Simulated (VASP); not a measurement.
Write the native input for VASP 6.6.1 that does the following.

```yaml
Task: single point
Functional: PBEsol
Potentials_or_basis: VASP PAW PBE potentials, release 64 (Hg)
Cutoff: 520 eV
k_mesh: 9 × 9 × 5
Occupations: fermi-dirac, width 0.05 eV
Spin: no spin polarisation
Dipole_correction: no
Further_INCAR_settings: ALGO = Normal; EDIFF = 1e-06; NBANDS = 19
```

The structure of Hg lies in POSCAR:

```
Hg
1.0
    3.2212996505      0.0000000000      0.0000000000
   -1.6106498252      2.7897273305      0.0000000000
    0.0000000000      0.0000000000      5.2546509431
Hg
2
Direct
    0.3333333333      0.6666666667      0.2500000000
    0.6666666667      0.3333333333      0.7500000000
```

The input as run:

INCAR

```
SYSTEM = Hg
ALGO = Normal ; EDIFF = 1E-6
ENCUT = 520 ; GGA = PS
ISIF = 2 ; ISMEAR = -1
LASPH = .TRUE. ; LCHARG = .FALSE.
LREAL = .FALSE. ; LWAVE = .FALSE.
NBANDS = 19 ; NELM = 60
PREC = Accurate ; SIGMA = 0.05
```

KPOINTS

```
k-points
0
G
  9 9 5
  0 0 0
```

Potentials or basis: VASP PAW PBE potentials, release 64 (Hg).

Launch:

```console
$ cat potpaw_PBE.64/Hg/POTCAR > POTCAR
$ mpirun -np 1 vasp_std > vasp.out
```

Results of the run:

| Property | Result |
| --- | --- |
| Pressure | 0.3 GPa |
| Band gap on the k mesh | zero (bands 12 and 13 overlap by 1.60 eV) |

Caveat: the PAW data sets were made with another functional, which shifts forces and pressure a little; spin-orbit coupling is left out, which moves the levels of the heavy elements.

Run time: 13 s on 1 thread of AMD EPYC 9R45 96-Core Processor (Zen 5), on a shared host, peak memory 0.14 GiB.
